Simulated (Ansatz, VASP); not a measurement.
# One calculation of MoS2, two programs

```xyz
3
Lattice="1.5536 0.8877 6.2746 -1.5895 0.8956 6.2824 -0.0112 -1.8304 6.2853" Properties=species:S:1:pos:R:3 pbc="T T T"
Mo    0.0011    0.0000    0.0019
S    -0.0199   -0.0194    4.7249
S    -0.0126   -0.0120    7.8410
```

Change from the starting cell: equal xy, yz and zx engineering shears of -0.5 %.

Alike in both runs: functional PBEsol; k mesh 8 × 8 × 8; no spin polarisation.

Ansatz relaxed the structure, and its values are those at the end. VASP's run is a single point on that final structure, the one shown.

```csv
,VASP,Ansatz
version,VASP 6.6.1,Ansatz 0.2.0
potentials or method,"VASP PAW PBE potentials, release 64 (Mo_sv, S), cutoff 520 eV","all-electron LAPW, scalar-relativistic"
occupations,"gaussian, width 0.01 eV",fixed
```

```csv
,VASP,Ansatz,Ansatz less VASP
gap on the k mesh at the Fermi level (eV),1.11,1.10,-0.012
pressure (GPa),0.0,0.0,+0.03
```

VASP's potentials were made for PBE, not for PBEsol. Ansatz ran all-electron here, and VASP with PAW potentials.
